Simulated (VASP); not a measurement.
Wanted: the native input for a VASP 6.6.1 run.

```
Task                   : single point
Functional             : PBE
Dispersion             : D3(BJ)
Potentials or basis    : VASP PAW PBE potentials, release 64 (Mg, S)
Cutoff                 : 520 eV
k mesh                 : 8 × 8 × 1
Occupations            : gaussian, width 0.02 eV
Spin                   : no spin polarisation
Dipole correction      : yes
Further INCAR settings : ALGO = Normal; EDIFF = 1e-06; NBANDS = 16
```

The structure of MgS lies in POSCAR:

```
MgS
1.0
    3.4830715511      0.0000000000      0.0000000000
    0.0000000000      3.4830715511      0.0000000000
    0.0000000000      0.0000000000     31.3600000000
Mg S
2 2
Direct
    0.0000000000      0.0000000000      0.2191053273
    0.0000000000      0.0000000000      0.3548742645
    0.5000000000      0.5000000000      0.2194316731
    0.5000000000      0.5000000000      0.3545479187
```

These files were run (other wordings do the same):

INCAR

```
ALGO     = Normal         # electronic algorithm
DIPOL    = 0.5 0.5 0.287
EDIFF    = 1E-6           # SCF threshold, eV
ENCUT    = 520            # plane-wave cutoff, eV
GGA      = PE             # functional
IDIPOL   = 3            
ISIF     = 2              # what is computed and relaxed
ISMEAR   = 0              # smearing method
IVDW     = 12             # dispersion correction
LASPH    = True           # aspherical terms in the spheres
LCHARG   = False          # write CHGCAR
LDIPOL   = True         
LREAL    = False          # projectors in reciprocal space
LWAVE    = False          # write WAVECAR
NBANDS   = 16             # bands
NELM     = 60             # most SCF steps
PREC     = Accurate       # precision mode
SIGMA    = 0.02           # smearing width, eV
```

KPOINTS

```
k-points
0
Gamma
  8 8 1
```

Potentials or basis: VASP PAW PBE potentials, release 64 (Mg, S).

The run is started by

```console
$ cat potpaw_PBE.64/Mg/POTCAR potpaw_PBE.64/S/POTCAR > POTCAR
$ mpirun -np 1 vasp_std > vasp.out
```

Results of the run:

* Largest force: 0.009 eV/Å
* Band gap on the k mesh: 2.14 eV
* Dispersion energy per atom: -0.180 eV

It took 4.9 min on 1 thread of Intel Xeon 8259CL, with other jobs on the host, peak memory 0.49 GiB.
